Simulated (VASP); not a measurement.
# CuI (F-43m) in VASP: a series of runs, part 2 of 2

VASP 6.6.1. The steps go on from the part before.

**3. Single point, LDA**

This run uses another cell than the first one, of 27.02 Å³/atom.

File INCAR:

```
ALGO = Normal ; EDIFF = 1E-6
ENCUT = 600 ; GGA = CA
GGA_COMPAT = False ; ISIF = 2
ISMEAR = 0 ; LASPH = True
LCHARG = False ; LREAL = False
LWAVE = False ; NBANDS = 16
NELM = 120 ; PREC = Accurate
SIGMA = 0.01
```

File KPOINTS:

```
k-points
0
Gamma
  6 6 6
```

File POSCAR:

```
CuI
1.0
    0.0000000000      3.0008766942      3.0008766942
    3.0008766942      0.0000000000      3.0008766942
    3.0008766942      3.0008766942      0.0000000000
Cu I
1 1
Direct
    0.2500000000      0.2500000000      0.2500000000
    0.0000000000      0.0000000000      0.0000000000
```

Potentials or basis: VASP PAW LDA potentials, release 64 (Cu, I).

Command:

```sh
$ cat potpaw_LDA.64/Cu/POTCAR potpaw_LDA.64/I/POTCAR > POTCAR
$ mpirun -np 1 vasp_std > vasp.out
```

OUTCAR:

```text
EDIFF = 1E-6
   ENCUT = 600
   GGA = CA
   ISIF = 2
   ISMEAR = 0
   LASPH = True
   LREAL = False
   NELM = 120
   PREC = Accurate

 ion  position               nearest neighbor table
   1  0.250  0.250  0.250-   2 2.60   2 2.60   2 2.60   2 2.60
   2  0.000  0.000  0.000-   1 2.60   1 2.60   1 2.60   1 2.60

  LATTYP: Found a face centered cubic cell.
 ALAT       =     6.0017533884

  Lattice vectors:

 A1 = (   0.0000000000,   3.0008766942,   3.0008766942)
[... 480 lines left out ...]
------------------------ aborting loop because EDIFF is reached ----------------------------------------

  FORCE on cell =-STRESS in cart. coord.  units (eV):
  Direction    XX          YY          ZZ          XY          YZ          ZX
  --------------------------------------------------------------------------------------
  -------------------------------------------------------------------------------------
  Total       -1.0728886     -1.0728886     -1.0728886     -0.0000000     -0.0000000     -0.0000000
  in kB      -31.8046613    -31.8046613    -31.8046613     -0.0000000     -0.0000000     -0.0000000
  external PRESSURE =     -31.8046613 kB  Pullay stress =       0.0000000 kB

 VOLUME and BASIS-vectors are now :
 -----------------------------------------------------------------------------
  energy-cutoff  :      600.00
  volume of cell :       54.05
      direct lattice vectors                 reciprocal lattice vectors
     0.000000000  3.000876694  3.000876694    -0.166617976  0.166617976  0.166617976
     3.000876694  0.000000000  3.000876694     0.166617976 -0.166617976  0.166617976
     3.000876694  3.000876694  0.000000000     0.166617976  0.166617976 -0.166617976

 POSITION                                       TOTAL-FORCE (eV/Angst)
 -----------------------------------------------------------------------------------
      1.50044      1.50044      1.50044        -0.000000      0.000000     -0.000000
      0.00000      0.00000      0.00000         0.000000     -0.000000      0.000000
 -----------------------------------------------------------------------------------
    total drift:                                0.000000      0.000000      0.000000

  FREE ENERGIE OF THE ION-ELECTRON SYSTEM (eV)
  ---------------------------------------------------
  free  energy   TOTEN  =        -6.9551147306 eV

  energy  without entropy=       -6.9551147306  energy(sigma->0) =       -6.95511473
```

OSZICAR:

```text
N       E                     dE             d eps       ncg     rms          rms(c)
DAV:   1     0.944145325551E+02    0.94415E+02   -0.81164E+03   520   0.137E+03
DAV:   2    -0.877536249268E+00   -0.95292E+02   -0.86372E+02   552   0.244E+02
DAV:   3    -0.704671885850E+01   -0.61692E+01   -0.60735E+01   704   0.634E+01
DAV:   4    -0.722565133677E+01   -0.17893E+00   -0.17887E+00   592   0.973E+00
DAV:   5    -0.723629345343E+01   -0.10642E-01   -0.10642E-01   832   0.278E+00    0.575E+00
DAV:   6    -0.714271653424E+01    0.93577E-01   -0.32571E+00   528   0.512E+01    0.365E+00
DAV:   7    -0.696094278085E+01    0.18177E+00   -0.78054E-01   576   0.312E+01    0.177E+00
DAV:   8    -0.695841757083E+01    0.25252E-02   -0.44150E-02   792   0.328E+00    0.485E-01
DAV:   9    -0.695526414017E+01    0.31534E-02   -0.82136E-03   648   0.277E+00    0.247E-01
DAV:  10    -0.695525904486E+01    0.50953E-05   -0.51830E-04   784   0.157E-01    0.158E-01
DAV:  11    -0.695511609548E+01    0.14295E-03   -0.79982E-04   688   0.943E-01    0.304E-02
DAV:  12    -0.695511710559E+01   -0.10101E-05   -0.87054E-05   744   0.133E-01    0.378E-02
DAV:  13    -0.695511585140E+01    0.12542E-05   -0.16283E-06   624   0.152E-02    0.206E-02
DAV:  14    -0.695511482472E+01    0.10267E-05   -0.31708E-06   688   0.324E-02    0.659E-03
DAV:  15    -0.695511473057E+01    0.94151E-07   -0.42789E-07   320   0.133E-02
   1 F= -.69551147E+01 E0= -.69551147E+01  d E =-.354908E-59
```

Run time: 34 s. Hardware: 1 thread of Intel Xeon 8259CL, shared host; peak memory 0.15 GiB.

Results:

- Free energy: -6.9551 eV
- Pressure: -3.2 GPa
- Band gap on the k mesh: 1.08 eV

Levels at points of the mesh, in eV from the valence-band top:
```
           k point  band 6  band 7  band 8  band 9  band 10  band 11  band 12  band 13
(0.00, 0.00, 0.00)   -2.05    0.00    0.00    0.00     1.08     4.83     4.83     4.83
(0.50, 0.00, 0.00)   -2.02   -1.97   -0.77   -0.77     2.09     5.38     5.38     7.30
(0.50, 0.50, 0.00)   -1.98   -1.96   -1.66   -1.66     2.56     2.83     9.25     9.86
```

Caveat: the cell stands under tension; spin-orbit coupling is left out, which moves the levels of the heavy elements.

**4. Single point, LDA**

This run uses another cell than the first one, of 28.70 Å³/atom.

File INCAR:

```
SYSTEM = CuI
  PREC = Accurate
  ENCUT = 600
  EDIFF = 1E-6
  ISMEAR = 0
  SIGMA = 0.01
  LREAL = .FALSE.
  LASPH = .TRUE.
  NELM = 120
  ALGO = Normal
  ISIF = 2
  LWAVE = .FALSE.
  LCHARG = .FALSE.
  NBANDS = 16
  GGA_COMPAT = .FALSE.
```

File KPOINTS:

```
Automatic mesh
0
G
  6 6 6
  0 0 0
```

File POSCAR:

```
CuI
1.0
    0.0000000000      3.0615168036      3.0615168036
    3.0615168036      0.0000000000      3.0615168036
    3.0615168036      3.0615168036      0.0000000000
Cu I
1 1
Direct
    0.2500000000      0.2500000000      0.2500000000
    0.0000000000      0.0000000000      0.0000000000
```

Command:

```sh
$ cat potpaw_LDA.64/Cu/POTCAR potpaw_LDA.64/I/POTCAR > POTCAR
$ mpirun -np 1 vasp_std > vasp.out
```

Wall time 35 s (1 thread of Intel Xeon 8259CL, shared host); peak memory 0.15 GiB.

Results (log left out):

```
Free energy            : -6.8663 eV
Pressure               : -5.1 GPa
Band gap on the k mesh : 0.92 eV
```

Levels at points of the mesh, in eV from the valence-band top:
```
           k point  band 7  band 8  band 9  band 10  band 11  band 12
(0.00, 0.00, 0.00)    0.00    0.00    0.00     0.92     4.90     4.90
(0.50, 0.00, 0.00)   -1.73   -0.68   -0.68     2.04     5.42     5.42
(0.50, 0.50, 0.00)   -1.72   -1.45   -1.45     2.68     2.86     8.84
```

Caveat: the cell stands under tension; spin-orbit coupling is left out, which moves the levels of the heavy elements.

**5. Single point, LDA**

This run uses another cell than the first one, of 29.53 Å³/atom.

File INCAR:

```
  PREC = Accurate
  ENCUT = 600
  EDIFF = 1E-6
  ISMEAR = 0
  SIGMA = 0.01
  LREAL = F
  LASPH = T
  NELM = 120
  ALGO = Normal
  ISIF = 2
  LWAVE = F
  LCHARG = T
  LELF = T
  LVHAR = T
  NBANDS = 16
  GGA_COMPAT = F
```

File KPOINTS:

```
regular mesh
0
Gamma
  6 6 6
```

File POSCAR:

```
CuI
1.0
    0.0000000000      3.0909562712      3.0909562712
    3.0909562712      0.0000000000      3.0909562712
    3.0909562712      3.0909562712      0.0000000000
Cu I
1 1
Direct
    0.2500000000      0.2500000000      0.2500000000
    0.0000000000      0.0000000000      0.0000000000
```

Command:

```sh
$ cat potpaw_LDA.64/Cu/POTCAR potpaw_LDA.64/I/POTCAR > POTCAR
$ mpirun -np 1 vasp_std > vasp.out
```

Run time: 40 s. Hardware: 1 thread of Intel Xeon 8259CL, shared host; peak memory 0.15 GiB.

It converged, with:

* Free energy: -6.8085 eV
* Pressure: -5.9 GPa
* Band gap on the k mesh: 0.85 eV

Levels at points of the mesh, in eV from the valence-band top:
| k point | band 7 | band 8 | band 9 | band 10 | band 11 | band 12 |
| --- | --- | --- | --- | --- | --- | --- |
| (0.00, 0.00, 0.00) | 0.00 | 0.00 | 0.00 | 0.85 | 4.92 | 4.92 |
| (0.50, 0.00, 0.00) | -1.63 | -0.64 | -0.64 | 2.02 | 5.43 | 5.43 |
| (0.50, 0.50, 0.00) | -1.61 | -1.36 | -1.36 | 2.73 | 2.87 | 8.66 |

Caveat: the cell stands under tension; spin-orbit coupling is left out, which moves the levels of the heavy elements. LDA gaps usually lie below the measured ones, often by a third to a half.

**6. The runs side by side**

| cell | gap on the mesh (eV) | pressure (GPa) |
| --- | --- | --- |
| a = 4.200 Å, angles 60.0°, 2 atoms | 1.17 | -1.8 |
| a = 4.244 Å, angles 60.0°, 2 atoms | 1.08 | -3.2 |
| a = 4.330 Å, angles 60.0°, 2 atoms | 0.92 | -5.1 |
| a = 4.371 Å, angles 60.0°, 2 atoms | 0.85 | -5.9 |

Alike in all rows: task single point; level LDA; potentials or basis VASP PAW LDA potentials, release 64 (Cu, I); no spin polarisation; k mesh 6 × 6 × 6; cutoff (eV) 600; smearing gaussian 0.01 eV.

Caveats: spin-orbit coupling is left out, which moves the levels of the heavy elements; the cell stands under tension (at least some runs).

Absolute energies hang on the potentials; compare differences alone.
